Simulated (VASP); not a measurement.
# Cl (Cmce) in VASP: further runs, part 2 of 2

VASP 6.6.1.

**3. Single point, r2SCAN (31.31 Å³/atom)**

This run uses another cell than the first one, of 31.31 Å³/atom.

Contents of POSCAR:

```
Cl
1.0
    3.3900381429     -2.1522106282      0.0000000000
    3.3900381429      2.1522106282      0.0000000000
    0.0000000000      0.0000000000      8.5837792568
Cl
4
Direct
    0.8804188760      0.1195811240      0.1058368649
    0.6195811240      0.3804188760      0.6058368649
    0.1195811240      0.8804188760      0.8941631351
    0.3804188760      0.6195811240      0.3941631351
```

Contents of INCAR.step1:

```
SYSTEM = Cl
ALGO = Normal
EDIFF = 1E-4
ENCUT = 520
GGA = PE
ISMEAR = -1
LASPH = .True.
LCHARG = .False.
LREAL = .False.
LWAVE = .True.
NBANDS = 22
NELM = 60
PREC = Accurate
SIGMA = 0.05
```

Contents of INCAR.step2:

```
SYSTEM = Cl
ALGO = Normal
EDIFF = 1E-6
ENCUT = 520
ISIF = 2
ISMEAR = -1
ISTART = 1
LASPH = .True.
LCHARG = .True.
LELF = .True.
LMIXTAU = .True.
LREAL = .False.
LVHAR = .True.
LWAVE = .False.
METAGGA = R2SCAN
NBANDS = 22
NELM = 60
PREC = Accurate
SIGMA = 0.05
```

Contents of KPOINTS:

```
k-points
0
Gamma
  8 8 4
  0 0 0
```

Potentials or basis: VASP PAW PBE potentials, release 64 (Cl).

Launch:

```sh
> cat potpaw_PBE.64/Cl/POTCAR > POTCAR
> cp INCAR.step1 INCAR
> mpirun -np 1 vasp_std > vasp.out
> cp INCAR.step2 INCAR
> mpirun -np 1 vasp_std > vasp.out
```

OUTCAR:

```text
SYSTEM = Cl
   EDIFF = 1E-6
   ENCUT = 520
   ISIF = 2
   ISMEAR = -1
   ISTART = 1
   LASPH = .True.
   LREAL = .False.
   METAGGA = R2SCAN
   NELM = 60
   PREC = Accurate

 ion  position               nearest neighbor table
   1  0.880  0.120  0.106-   3 2.09
   2  0.620  0.380  0.606-   4 2.09
   3  0.120  0.880  0.894-   1 2.09
   4  0.380  0.620  0.394-   2 2.09

  LATTYP: Found a base centered orthorhombic cell.
 ALAT       =     4.3044212564
 B/A-ratio  =     1.5751423669
 C/A-ratio  =     1.9941773227

  Lattice vectors:

 A1 = (  -3.3900381429,  -2.1522106282,   0.0000000000)
 A2 = (   3.3900381429,  -2.1522106282,   0.0000000000)
 A3 = (   0.0000000000,   0.0000000000,   8.5837792568)

Analysis of symmetry for initial positions (statically):
=====================================================================
 Subroutine PRICEL returns:
 Original cell was already a primitive cell.

 Routine SETGRP: Setting up the symmetry group for a
 base centered orthorhombic supercell.

 Subroutine GETGRP returns: Found  8 space group operations
 (whereof  4 operations were pure point group operations)
[... 169 lines left out ...]

 E-fermi :  -0.5212     XC(G=0):  -7.8257

 val. band max:       -1.6114074429   @ k =   0.0000   0.0000   0.0000
 cond. band min:       0.6713305640   @ k =   0.0000   0.0000   0.0000
 fundamental gap:      2.2827380068
 Fermi energy:        -0.5212496418

 k-point     1 :       0.0000    0.0000    0.0000
  band No.  band energies     occupation
      1     -18.3370      2.00000
      2     -18.1041      2.00000
      3     -14.8477      2.00000
      4     -14.2628      2.00000
      5      -6.8134      2.00000
      6      -5.8389      2.00000
[... 589 lines left out ...]
     21       9.5293      0.00000
     22       9.6908      0.00000

 [... further k-points ...]

------------------------ aborting loop because EDIFF is reached ----------------------------------------

  FORCE on cell =-STRESS in cart. coord.  units (eV):
  Direction    XX          YY          ZZ          XY          YZ          ZX
  --------------------------------------------------------------------------------------
  -------------------------------------------------------------------------------------
  Total       -0.3308211     -1.9552774     -4.9660921      0.0000000     -0.0000000      0.0000000
  in kB       -4.2316131    -25.0104255    -63.5224826      0.0000000     -0.0000000      0.0000000
  external PRESSURE =     -30.9215071 kB  Pullay stress =       0.0000000 kB

 VOLUME and BASIS-vectors are now :
 -----------------------------------------------------------------------------
  energy-cutoff  :      520.00
  volume of cell :      125.26
      direct lattice vectors                 reciprocal lattice vectors
     3.390038143 -2.152210628  0.000000000     0.147490966 -0.232319269  0.000000000
     3.390038143  2.152210628  0.000000000     0.147490966  0.232319269  0.000000000
     0.000000000  0.000000000  8.583779257     0.000000000  0.000000000  0.116498802

 POSITION                                       TOTAL-FORCE (eV/Angst)
 -----------------------------------------------------------------------------------
      3.39004     -1.63748      0.90848         0.000000     -0.652353     -1.083908
      3.39004     -0.51473      5.20037         0.000000      0.652353     -1.083908
      3.39004      1.63748      7.67530         0.000000      0.652353      1.083908
      3.39004      0.51473      3.38341         0.000000     -0.652353      1.083908
 -----------------------------------------------------------------------------------
    total drift:                                0.000000      0.000000     -0.000000

  FREE ENERGIE OF THE ION-ELECTRON SYSTEM (eV)
  ---------------------------------------------------
  free  energy   TOTEN  =       -24.4474942426 eV

  energy  without entropy=      -24.4474942425  energy(sigma->0) =      -24.44749424
```

OSZICAR.step1:

```text
N       E                     dE             d eps       ncg     rms          rms(c)
DAV:   1     0.181686512347E+03    0.18169E+03   -0.11905E+04  2772   0.107E+03
DAV:   2     0.606568942068E+01   -0.17562E+03   -0.17067E+03  3964   0.199E+02
DAV:   3    -0.761733924092E+01   -0.13683E+02   -0.13628E+02  3506   0.631E+01
DAV:   4    -0.779959461611E+01   -0.18226E+00   -0.18219E+00  3640   0.881E+00
DAV:   5    -0.780283534411E+01   -0.32407E-02   -0.32406E-02  3624   0.115E+00    0.132E+01
DAV:   6    -0.741542867491E+01    0.38741E+00   -0.26231E-01  3480   0.283E+00    0.867E+00
DAV:   7    -0.729079459170E+01    0.12463E+00   -0.57496E-01  3438   0.407E+00    0.812E-01
DAV:   8    -0.727932122582E+01    0.11473E-01   -0.66835E-02  3246   0.150E+00    0.362E-01
DAV:   9    -0.727946734116E+01   -0.14612E-03   -0.15215E-03  3462   0.246E-01    0.672E-02
DAV:  10    -0.727959800163E+01   -0.13066E-03   -0.14857E-04  2850   0.810E-02    0.561E-02
DAV:  11    -0.727960333707E+01   -0.53354E-05   -0.36515E-05  2082   0.404E-02
   1 F= -.72796033E+01 E0= -.72796033E+01  d E =-.888263E-09
```

It took 11 min on 1 thread of Oxide Virtual Turin-like, shared host; peak memory 0.27 GiB.

What came out:

```yaml
Free_energy: -24.4475 eV
Pressure: -3.1 GPa
Largest_force: 1.265 eV/Å
Band_gap_on_the_k_mesh: 2.28 eV
```

Forces in eV/Å, atoms in the order of the input:
```
Cl   0.000 -0.652 -1.084
Cl   0.000  0.652 -1.084
Cl   0.000  0.652  1.084
Cl   0.000 -0.652  1.084
```

Levels at points of the mesh, in eV from the valence-band top:
```csv
k point,band 12,band 13,band 14,band 15,band 16,band 17
"(0.00, 0.00, 0.00)",-0.27,-0.11,0.00,2.28,3.10,7.40
"(0.50, 0.00, 0.00)",-0.62,-0.21,-0.21,2.86,2.86,8.93
"(0.50, 0.50, 0.00)",-0.85,-0.31,-0.14,2.38,2.95,9.25
"(0.00, 0.00, 0.50)",-0.58,-0.05,-0.05,2.67,2.67,7.87
"(0.50, 0.00, 0.50)",-0.46,-0.07,-0.07,2.69,2.69,9.13
"(0.50, 0.50, 0.50)",-0.65,-0.56,-0.56,2.65,2.65,9.67
```

Caveat: the cell stands under tension; the PAW data sets were made with another functional, which shifts forces and pressure a little.

**4. Single point, r2SCAN**

This run uses another cell than the first one, of 27.96 Å³/atom.

Contents of POSCAR:

```
Cl
1.0
    3.2643639804     -2.0724247211      0.0000000000
    3.2643639804      2.0724247211      0.0000000000
    0.0000000000      0.0000000000      8.2655647637
Cl
4
Direct
    0.8804188760      0.1195811240      0.1058368649
    0.6195811240      0.3804188760      0.6058368649
    0.1195811240      0.8804188760      0.8941631351
    0.3804188760      0.6195811240      0.3941631351
```

Contents of INCAR.step1:

```
PREC     = Accurate       # precision mode
ENCUT    = 520            # plane-wave cutoff, eV
ISMEAR   = -1             # smearing method
SIGMA    = 0.05           # smearing width, eV
LREAL    = F              # projectors in reciprocal space
LASPH    = T              # aspherical terms in the spheres
NELM     = 100            # most SCF steps
NBANDS   = 22             # bands
GGA      = PE             # functional
ALGO     = Normal         # electronic algorithm
EDIFF    = 1E-4           # SCF threshold, eV
LWAVE    = T              # write WAVECAR
LCHARG   = F              # write CHGCAR
```

Contents of INCAR.step2:

```
PREC     = Accurate       # precision mode
ENCUT    = 520            # plane-wave cutoff, eV
EDIFF    = 1E-6           # SCF threshold, eV
ISMEAR   = -1             # smearing method
SIGMA    = 0.05           # smearing width, eV
LREAL    = F              # projectors in reciprocal space
LASPH    = T              # aspherical terms in the spheres
NELM     = 100            # most SCF steps
ALGO     = Normal         # electronic algorithm
ISIF     = 2              # what is computed and relaxed
LWAVE    = F              # write WAVECAR
LCHARG   = F              # write CHGCAR
METAGGA  = R2SCAN         # meta-GGA
LMIXTAU  = T            
NBANDS   = 22             # bands
ISTART   = 1
```

Contents of KPOINTS:

```
regular mesh
0
Gamma
  9 9 4
```

Launch:

```sh
> cat potpaw_PBE.64/Cl/POTCAR > POTCAR
> cp INCAR.step1 INCAR
> mpirun -np 1 vasp_std > vasp.out
> cp INCAR.step2 INCAR
> mpirun -np 1 vasp_std > vasp.out
```

Wall time 13 min (1 thread of Oxide Virtual Turin-like, shared host); peak memory 0.27 GiB.

The run converged. Its results:

* Free energy: -24.6011 eV
* Pressure: -0.5 GPa
* Largest force: 0.191 eV/Å
* Band gap on the k mesh: 2.68 eV

Forces in eV/Å, atoms in the order of the input:
```
Cl   0.000 -0.093 -0.167
Cl   0.000  0.093 -0.167
Cl   0.000  0.093  0.167
Cl   0.000 -0.093  0.167
```

Stress tensor (GPa, compression positive):
```
-0.10  0.00  0.00
 0.00 -0.36  0.00
 0.00  0.00 -0.91
```

Levels at points of the mesh, in eV from the valence-band top:
| k point | band 11 | band 12 | band 13 | band 14 | band 15 | band 16 | band 17 | band 18 |
| --- | --- | --- | --- | --- | --- | --- | --- | --- |
| (0.00, 0.00, 0.00) | -0.85 | -0.34 | -0.13 | 0.00 | 2.68 | 3.59 | 7.44 | 7.74 |
| (0.00, 0.00, 0.50) | -0.71 | -0.71 | -0.06 | -0.06 | 3.08 | 3.08 | 7.87 | 7.87 |

Caveat: the PAW data sets were made with another functional, which shifts forces and pressure a little; an odd mesh through Γ misses points on the zone boundary, where band edges can lie.

**5. Overview**

| cell | k mesh | gap on the mesh (eV) | pressure (GPa) | largest force (eV/Å) |
| --- | --- | --- | --- | --- |
| a = 3.967, b = 3.967, c = 8.480 Å, angles 90.0, 90.0, 64.8°, 4 atoms | 8 × 8 × 4 | 2.41 | -2.4 | 0.96 |
| a = 4.016, b = 4.016, c = 8.584 Å, angles 90.0, 90.0, 64.8°, 4 atoms | 8 × 8 × 4 | 2.28 | -3.1 | 1.27 |
| a = 3.867, b = 3.867, c = 8.266 Å, angles 90.0, 90.0, 64.8°, 4 atoms | 9 × 9 × 4 | 2.68 | -0.5 | 0.19 |

Alike in all rows: task single point; level r2SCAN; potentials or basis VASP PAW PBE potentials, release 64 (Cl); no spin polarisation; cutoff (eV) 520; smearing fermi-dirac 0.05 eV.

Caveats: the PAW data sets were made with another functional, which shifts forces and pressure a little; the cell stands under tension (at least some runs); an odd mesh through Γ misses points on the zone boundary, where band edges can lie (at least some runs).

Absolute energies hang on the potentials; compare differences alone.
